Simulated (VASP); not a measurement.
Crystal: CsGaB.

```xyz
3
Lattice="4.1278 0.0000 0.0000 0.0000 4.1278 0.0000 0.0000 0.0000 6.9699" Properties=species:S:1:pos:R:3 pbc="T T T"
Cs    2.0639    2.0639    3.4849
Ga    2.0639    2.0639    0.0000
B     0.0000    0.0000    3.4849
```

The cell was generated, and may not be a known phase.

```yaml
Program: VASP 6.6.1
Task: relaxation of cell and atoms
Functional: PBE
Potentials_or_basis: VASP PAW PBE potentials, release 64 (Cs_sv, Ga_d, B)
Cutoff: 600 eV
k_mesh: 12 × 12 × 8
Occupations: gaussian, width 0.1 eV
Spin: no spin polarisation
```

At the start: pressure 0.6 GPa; volume 39.59 Å³/atom.

Q: How do energy, volume and symmetry change on relaxing?

A: Over 7 steps the energy falls by 5.0 meV/atom and the volume is 42.31 Å³/atom (+6.9 %); space group P4/mmm (No. 123, to 0.1 Å) before and after.

Step by step:
```csv
step,energy change (eV),largest force (eV/Å),pressure (GPa),volume (Å³)
1,0.0000,0.0000,0.56,118.76
2,-0.0084,0.0000,0.36,121.13
3,-0.0136,0.0000,-0.04,127.08
4,-0.0142,0.0000,0.04,125.69
5,-0.0142,0.0000,0.05,125.54
6,-0.0146,0.0000,0.03,125.95
7,-0.0149,0.0000,0.00,126.93
```

Final structure:
```yaml
crystal:
  lattice:
    - [4.23572, 0.00000, 0.00000]
    - [0.00000, 4.23572, 0.00000]
    - [0.00000, 0.00000, 7.07447]
  atoms:
    - { symbol: Cs, position: [0.50000, 0.50000, 0.50000] }
    - { symbol: Ga, position: [0.50000, 0.50000, 0.00000] }
    - { symbol: B, position: [0.00000, 0.00000, 0.50000] }
```
